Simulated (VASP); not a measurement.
# TiO2 (P1) in VASP: a series of runs

TiO2 is run at these levels: PBE+U; tasks: single point.

Program: VASP 6.6.1. These are calculated values, not measurements. Logs are shortened: lines on timing, memory, paths and dates and some standing lists are left out, and cuts for length are marked.

## 1. The cell of the first run

The typed cell holds 18 atoms: a = 5.878 Å, b = 6.460 Å, c = 10.180 Å, α = 90.00°, β = 90.00°, γ = 90.00°.

## 2. Single point, PBE+U

The input, INCAR:

```
ALGO     = Normal         # electronic algorithm
EDIFF    = 1E-6           # SCF threshold, eV
ENCUT    = 520            # plane-wave cutoff, eV
GGA      = PE             # functional
GGA_COMPAT= F            
ISIF     = 2              # what is computed and relaxed
ISMEAR   = -1             # smearing method
LASPH    = T              # aspherical terms in the spheres
LCHARG   = F              # write CHGCAR
LDAU     = T              # DFT+U
LDAUJ    = 0 0          
LDAUL    = 2 -1           # shell
LDAUPRINT= 1            
LDAUTYPE = 2            
LDAUU    = 4 0            # U, eV
LMAXMIX  = 4              # l up to which the mixer works
LREAL    = F              # projectors in reciprocal space
LWAVE    = F              # write WAVECAR
NBANDS   = 87             # bands
NELM     = 200            # most SCF steps
PREC     = Accurate       # precision mode
SIGMA    = 0.0431         # smearing width, eV
```

The input, KPOINTS:

```
Automatic mesh
0
Gamma
  2 2 1
  0.5 0.5 0
```

The input, POSCAR:

```
TiO2
1.0
    2.9388496841     -5.0902369686      0.0000000000
    0.0000000000      0.0000000000     -6.4595938338
    8.8165490522      5.0902369686      0.0000000000
Ti O
6 12
Direct
    0.3363306074      0.7496271630      0.2158711860
    0.6772228324      0.6958708420      0.7626288759
   -0.1127591935      0.3148315594      0.5341493925
    0.4562316847      0.3892628646      0.0022795379
    0.8348634715      1.0731362030      0.2014524889
    0.1631395433      1.0096232314      0.7734278303
    1.1416729697      0.9190152125      0.1506000529
    0.4020796108      0.8121414651      0.7219580388
    0.1133768409      0.4717686713      0.4903125340
    0.5506790459      0.6172676027      0.9089456671
    0.7783798354      0.1908779455      0.3587645969
    0.2682296627      0.2475796530      0.9192718480
    0.7153651271      0.1808480580      0.0599443636
    0.0459536298      0.0850980749      0.6200807319
    0.3173627356      0.4579416409      0.1648437066
    0.6837031379      0.4647925361      0.6377094049
    0.5974613186      0.8847153779      0.2343628987
    0.9372413383      0.8577968124      0.8428803090
```

Potentials or basis: VASP PAW PBE potentials, release 64 (Ti_sv, O).

The run is started by

```
cat potpaw_PBE.64/Ti_sv/POTCAR potpaw_PBE.64/O/POTCAR > POTCAR
mpirun -np 1 vasp_std > vasp.out
```

OUTCAR:

```text
EDIFF = 1E-6
   ENCUT = 520
   GGA = PE
   ISIF = 2
   ISMEAR = -1
   LASPH = T
   LREAL = F
   NELM = 200
   PREC = Accurate

 ion  position               nearest neighbor table
   1  0.336  0.750  0.216-   7 1.72  17 1.78  15 1.96
   2  0.677  0.696  0.763-  10 1.74   8 1.83  16 1.96  18 2.02
   3  0.887  0.315  0.534-   9 1.73  16 1.87  14 1.96  11 2.06
   4  0.456  0.389  0.002-  12 1.67  10 1.84  15 1.90  13 2.12
   5  0.835  0.073  0.201-  13 1.75  11 1.80  17 1.88   7 2.12
   6  0.163  0.010  0.773-  14 1.77  18 1.80   8 1.97  12 2.22
   7  0.142  0.919  0.151-   1 1.72   5 2.12
   8  0.402  0.812  0.722-   2 1.83   6 1.97
   9  0.113  0.472  0.490-   3 1.73
  10  0.551  0.617  0.909-   2 1.74   4 1.84
  11  0.778  0.191  0.359-   5 1.80   3 2.06
  12  0.268  0.248  0.919-   4 1.67   6 2.22
  13  0.715  0.181  0.060-   5 1.75   4 2.12
  14  0.046  0.085  0.620-   6 1.77   3 1.96
  15  0.317  0.458  0.165-   4 1.90   1 1.96
  16  0.684  0.465  0.638-   3 1.87   2 1.96
  17  0.597  0.885  0.234-   1 1.78   5 1.88
  18  0.937  0.858  0.843-   6 1.80   2 2.02

  LATTYP: Found a simple orthorhombic cell.
 ALAT       =     5.8776993681
 B/A-ratio  =     1.0990003791
 C/A-ratio  =     1.7320508076

  Lattice vectors:

 A1 = (   2.9388496841,  -5.0902369686,   0.0000000000)
 A2 = (   0.0000000000,   0.0000000000,  -6.4595938338)
 A3 = (   8.8165490522,   5.0902369686,   0.0000000000)

Analysis of symmetry for initial positions (statically):
=====================================================================
 Subroutine PRICEL returns:
 Original cell was already a primitive cell.

 Routine SETGRP: Setting up the symmetry group for a
 simple orthorhombic supercell.

 Subroutine GETGRP returns: Found  1 space group operations
 (whereof  1 operations were pure point group operations)
 out of a pool of  8 trial point group operations.

[... 353 lines left out ...]
  o =  0.1178  v =  0.0000  0.0000  0.0000  0.0000  0.0000 -0.3117  0.0413 -0.9420 -0.0698 -0.0946      0.0000  0.0000  0.0000  0.0000  0.0000  0.0000  0.0000  0.0000  0.0000  0.0000
  o =  0.1222  v =  0.0000  0.0000  0.0000  0.0000  0.0000  0.8716 -0.2687 -0.2612 -0.2244 -0.2227      0.0000  0.0000  0.0000  0.0000  0.0000  0.0000  0.0000  0.0000  0.0000  0.0000
  o =  0.1222  v =  0.8716 -0.2687 -0.2612 -0.2244 -0.2227  0.0000  0.0000  0.0000  0.0000  0.0000      0.0000  0.0000  0.0000  0.0000  0.0000  0.0000  0.0000  0.0000  0.0000  0.0000
  o =  0.1418  v =  0.0630 -0.1071 -0.0448  0.8793 -0.4576  0.0000  0.0000  0.0000  0.0000  0.0000      0.0000  0.0000  0.0000  0.0000  0.0000  0.0000  0.0000  0.0000  0.0000  0.0000
  o =  0.1418  v =  0.0000  0.0000  0.0000  0.0000  0.0000  0.0630 -0.1071 -0.0448  0.8793 -0.4576      0.0000  0.0000  0.0000  0.0000  0.0000  0.0000  0.0000  0.0000  0.0000  0.0000
  o =  0.2081  v = -0.3562 -0.8497  0.1265 -0.2235 -0.2920  0.0000  0.0000  0.0000  0.0000  0.0000      0.0000  0.0000  0.0000  0.0000  0.0000  0.0000  0.0000  0.0000  0.0000  0.0000
  o =  0.2081  v =  0.0000  0.0000  0.0000  0.0000  0.0000 -0.3562 -0.8497  0.1265 -0.2235 -0.2920      0.0000  0.0000  0.0000  0.0000  0.0000  0.0000  0.0000  0.0000  0.0000  0.0000
  o =  0.2859  v =  0.0000  0.0000  0.0000  0.0000  0.0000  0.1112 -0.4390 -0.1626  0.3488  0.8043      0.0000  0.0000  0.0000  0.0000  0.0000  0.0000  0.0000  0.0000  0.0000  0.0000
  o =  0.2859  v =  0.1112 -0.4390 -0.1626  0.3488  0.8043  0.0000  0.0000  0.0000  0.0000  0.0000      0.0000  0.0000  0.0000  0.0000  0.0000  0.0000  0.0000  0.0000  0.0000  0.0000

 number of electron     144.0000000 magnetization

 Free energy of the ion-electron system (eV)
  ---------------------------------------------------
  ext. energy  EPLUGINS =         0.00000000
  ---------------------------------------------------
  free energy    TOTEN  =      -135.98247633 eV

  energy without entropy =     -135.98247633  energy(sigma->0) =     -135.98247633

 E-fermi :   0.3191     XC(G=0):  -7.3484

 val. band max:       -0.5818880486   @ k =   0.2500  -0.2500   0.0000
 cond. band min:       1.2133518722   @ k =   0.2500   0.2500   0.0000
 fundamental gap:      1.7952399208
 Fermi energy:         0.3190708970

 k-point     1 :       0.2500    0.2500    0.0000
  band No.  band energies     occupation
      1     -58.9603      2.00000
      2     -58.5039      2.00000
      3     -58.4622      2.00000
      4     -58.1876      2.00000
      5     -58.1571      2.00000
      6     -57.1235      2.00000
[... 76 lines left out ...]
     83       3.0283      0.00000
     84       3.1658      0.00000

 k-point     2 :       0.2500   -0.2500    0.0000
  band No.  band energies     occupation
      1     -58.9603      2.00000
      2     -58.5039      2.00000
      3     -58.4622      2.00000
      4     -58.1876      2.00000
      5     -58.1571      2.00000
      6     -57.1235      2.00000
[... 76 lines left out ...]
     83       3.0541      0.00000
     84       3.1920      0.00000
 [bands above 84 left out]

------------------------ aborting loop because EDIFF is reached ----------------------------------------

  FORCE on cell =-STRESS in cart. coord.  units (eV):
  Direction    XX          YY          ZZ          XY          YZ          ZX
  --------------------------------------------------------------------------------------
  -------------------------------------------------------------------------------------
  Total       -2.0114543     -6.9194374     -5.7367954      0.1593014      6.2691916      6.3873927
  in kB       -8.3375832    -28.6814294    -23.7793166      0.6603126     25.9861264     26.4760762
  external PRESSURE =     -20.2661097 kB  Pullay stress =       0.0000000 kB

 VOLUME and BASIS-vectors are now :
 -----------------------------------------------------------------------------
  energy-cutoff  :      520.00
  volume of cell :      386.53
      direct lattice vectors                 reciprocal lattice vectors
     2.938849684 -5.090236969  0.000000000     0.085067297 -0.147340881  0.000000000
     0.000000000  0.000000000 -6.459593834     0.000000000  0.000000000 -0.154808495
     8.816549052  5.090236969  0.000000000     0.085067297  0.049113627  0.000000000

 POSITION                                       TOTAL-FORCE (eV/Angst)
 -----------------------------------------------------------------------------------
      2.89166     -0.61317     -4.84229         0.945872      0.254195      2.460174
      8.71401      0.43474     -4.49504        -2.074240     -1.404426     -0.120247
      7.31682     -1.79732     -2.03368        -1.142878     -2.413004     -0.231427
      1.36089     -2.31072     -2.51448         4.169418     -0.630137      0.900751
      4.22965     -3.22421     -0.47243         1.053409     -0.108032      0.613857
      7.29841      3.10651     -0.06216         1.083564     -0.927167      0.462920
[... 10 lines left out ...]
      3.82212     -1.84826     -5.71490        -0.113584     -0.139413      1.331808
     10.18571     -0.48032     -5.54102        -1.101962      0.277666      0.690964
 -----------------------------------------------------------------------------------
    total drift:                               -0.001710      0.001664     -0.002311

  FREE ENERGIE OF THE ION-ELECTRON SYSTEM (eV)
  ---------------------------------------------------
  free  energy   TOTEN  =      -135.9824763318 eV

  energy  without entropy=     -135.9824763286  energy(sigma->0) =     -135.98247633
```

OSZICAR:

```text
N       E                     dE             d eps       ncg     rms          rms(c)
DAV:   1     0.212126390340E+04    0.21213E+04   -0.71077E+04   348   0.171E+03
DAV:   2     0.196105595154E+03   -0.19252E+04   -0.18656E+04   404   0.525E+02
DAV:   3    -0.162624738174E+03   -0.35873E+03   -0.35599E+03   458   0.221E+02
[... 12 lines left out ...]
DAV:  16    -0.135982473165E+03    0.20015E-04   -0.21573E-04   488   0.758E-02    0.321E-02
DAV:  17    -0.135982475142E+03   -0.19771E-05   -0.19918E-04   504   0.537E-02    0.169E-02
DAV:  18    -0.135982477048E+03   -0.19064E-05   -0.27855E-05   472   0.255E-02    0.126E-02
DAV:  19    -0.135982475954E+03    0.10940E-05   -0.16397E-05   440   0.188E-02    0.417E-03
DAV:  20    -0.135982476332E+03   -0.37758E-06   -0.56609E-06   392   0.109E-02
   1 F= -.13598248E+03 E0= -.13598248E+03  d E =-.323106E-08
```

It took 3.6 min on 1 thread of Oxide Virtual Turin-like, shared host; peak memory 0.37 GiB.

Results:

| Quantity | Value |
| --- | --- |
| Free energy | -135.9825 eV |
| Pressure | -2.0 GPa |
| Largest force | 5.126 eV/Å |
| Band gap on the k mesh | 1.80 eV |

Forces on the atoms (eV/Å):
```
Ti   0.946  0.254  2.460
Ti  -2.074 -1.404 -0.120
Ti  -1.143 -2.413 -0.231
Ti   4.169 -0.630  0.901
Ti   1.053 -0.108  0.614
Ti   1.084 -0.927  0.463
O   -0.791  1.979 -1.117
O   -0.272  0.186 -2.134
O   -0.503  0.919  0.202
O    2.132  1.274  1.002
O    0.951 -0.611 -0.808
O   -4.132  0.550  2.983
O   -1.738  0.498 -2.228
O    0.078  0.434 -0.479
O   -0.209 -0.759 -2.165
O    1.664  0.620 -1.365
O   -0.114 -0.139  1.332
O   -1.102  0.278  0.691
```

Levels at points of the mesh, in eV from the valence-band top:
| k point | band 69 | band 70 | band 71 | band 72 | band 73 | band 74 | band 75 | band 76 |
| --- | --- | --- | --- | --- | --- | --- | --- | --- |
| (0.25, 0.25, 0.00) | -0.92 | -0.79 | -0.14 | 0.00 | 1.80 | 2.52 | 2.65 | 2.88 |

Eigenvalues of the final occupation matrices:
```
    site  spin  trace               eigenvalues
site 1 d     1   0.92  0.11 0.13 0.15 0.23 0.30
site 1 d     2   0.92  0.11 0.13 0.15 0.23 0.30
site 2 d     1   0.88  0.11 0.12 0.17 0.21 0.28
site 2 d     2   0.88  0.11 0.12 0.17 0.21 0.28
site 3 d     1   0.92  0.10 0.12 0.17 0.20 0.32
site 3 d     2   0.92  0.10 0.12 0.17 0.20 0.32
site 4 d     1   0.94  0.11 0.12 0.18 0.22 0.31
site 4 d     2   0.94  0.11 0.12 0.18 0.22 0.31
site 5 d     1   0.91  0.10 0.14 0.15 0.25 0.27
site 5 d     2   0.91  0.10 0.14 0.15 0.25 0.27
site 6 d     1   0.88  0.12 0.12 0.14 0.21 0.29
site 6 d     2   0.88  0.12 0.12 0.14 0.21 0.29
```

Caveat: the k points lie up to 0.62 Å⁻¹ apart; the atoms stand as in a frame of molecular dynamics; a shifted mesh leaves out Γ, where band edges can lie; forces of over 1 eV/Å act on the atoms, so gaps and moduli don't describe the material at rest. A k mesh can miss the band edges.

## 3. Single point, PBE+U

The input, INCAR:

```
PREC     = Accurate       # precision mode
ENCUT    = 520            # plane-wave cutoff, eV
EDIFF    = 1E-6           # SCF threshold, eV
ISMEAR   = -1             # smearing method
SIGMA    = 0.0431         # smearing width, eV
LREAL    = False          # projectors in reciprocal space
LASPH    = True           # aspherical terms in the spheres
NELM     = 200            # most SCF steps
ALGO     = Normal         # electronic algorithm
ISIF     = 2              # what is computed and relaxed
LWAVE    = False          # write WAVECAR
LCHARG   = True           # write CHGCAR
LMAXMIX  = 4              # l up to which the mixer works
LDAU     = True           # DFT+U
LDAUTYPE = 2            
LDAUL    = 2 -1           # shell
LDAUU    = 4 0            # U, eV
LDAUJ    = 0 0          
LDAUPRINT= 1            
GGA      = PE             # functional
LELF     = True           # ELF
LVHAR    = True         
NBANDS   = 87             # bands
GGA_COMPAT= False
```

KPOINTS is that of step 2.

The input, POSCAR:

```
TiO2
1.0
    2.9388496841     -5.0902369686      0.0000000000
    0.0000000000      0.0000000000     -6.4595938338
    8.8165490522      5.0902369686      0.0000000000
Ti O
6 12
Direct
    0.3343568620      0.7098433923      0.2213984667
    0.6855005653      0.6830780872      0.7637354299
   -0.0740177148      0.3294875893      0.5212388555
    0.4550364686      0.3186119829     -0.0157818871
    0.8108487303      1.0472190937      0.1982813746
    0.1899773631      0.9918888346      0.7638408233
    1.0985847952      0.8749522254      0.1832523601
    0.4744548088      0.8828355384      0.7020453920
    0.0897894900      0.5133267022      0.4382164907
    0.5801536400      0.5138319971      0.8789269603
    0.8527803441      0.1899480109      0.3463917387
    0.2590672939      0.1458796055      0.9023844951
    0.6908256021      0.2138778436      0.0601225484
    0.0537054841      0.1484351841      0.6407410226
    0.3285950232      0.4927548205      0.1202100293
    0.7668422686      0.5029967957      0.6373612632
    0.5884128283      0.8382971344      0.2158156365
    0.9384525352      0.8327439988      0.8095911474
```

Potentials or basis: VASP PAW PBE potentials, release 64 (Ti_sv, O).

The run is started by

```
cat potpaw_PBE.64/Ti_sv/POTCAR potpaw_PBE.64/O/POTCAR > POTCAR
mpirun -np 1 vasp_std > vasp.out
```

It took 3.8 min on 1 thread of Oxide Virtual Turin-like, shared host; peak memory 0.38 GiB.

Results (log left out):

| Item | Value |
| --- | --- |
| Free energy | -138.4334 eV |
| Pressure | 2.5 GPa |
| Largest force | 4.921 eV/Å |
| Band gap on the k mesh | 2.39 eV (least direct gap 2.40 eV) |

Forces on the atoms (eV/Å):
```
Ti  -0.107  4.769  1.209
Ti  -2.605 -2.569 -2.901
Ti  -1.208 -1.156 -1.633
Ti  -0.627  1.442 -2.417
Ti   1.547 -1.303  0.544
Ti  -1.773 -0.973  1.890
O   -0.841  1.163 -1.409
O    0.174  1.242  0.321
O    0.324 -0.830  0.080
O    1.453  2.619  1.861
O   -0.759  0.616  0.667
O    1.323  0.744 -0.697
O    2.780 -1.284  1.961
O   -0.104 -0.780 -0.135
O   -1.125 -0.677  1.745
O   -0.939 -0.128  0.474
O    1.477 -2.416 -1.768
O    1.012 -0.479  0.207
```

Stress tensor (GPa, compression positive):
```
 3.27 -0.61 -0.62
-0.61  1.24  1.83
-0.62  1.83  3.13
```

Levels at points of the mesh, in eV from the valence-band top:
| k point | band 70 | band 71 | band 72 | band 73 | band 74 | band 75 |
| --- | --- | --- | --- | --- | --- | --- |
| (0.25, 0.25, 0.00) | -0.79 | -0.28 | 0.00 | 2.44 | 2.54 | 2.64 |

Eigenvalues of the final occupation matrices:
```csv
site,spin,trace,eigenvalues
site 1 d,1,0.96,0.13 0.13 0.14 0.27 0.29
site 1 d,2,0.96,0.13 0.13 0.14 0.27 0.29
site 2 d,1,0.94,0.12 0.13 0.21 0.22 0.26
site 2 d,2,0.94,0.12 0.13 0.21 0.22 0.26
site 3 d,1,0.91,0.11 0.12 0.16 0.22 0.29
site 3 d,2,0.91,0.11 0.12 0.16 0.22 0.29
site 4 d,1,0.93,0.11 0.12 0.20 0.23 0.27
site 4 d,2,0.93,0.11 0.12 0.20 0.23 0.27
site 5 d,1,0.85,0.11 0.12 0.17 0.21 0.24
site 5 d,2,0.85,0.11 0.12 0.17 0.21 0.24
site 6 d,1,0.90,0.11 0.13 0.19 0.24 0.24
site 6 d,2,0.90,0.11 0.13 0.19 0.24 0.24
```

Caveat: the k points lie up to 0.62 Å⁻¹ apart; the atoms stand as in a frame of molecular dynamics; a shifted mesh leaves out Γ, where band edges can lie; forces of over 1 eV/Å act on the atoms, so gaps and moduli don't describe the material at rest.

(Part 1 of 2 ends here.)
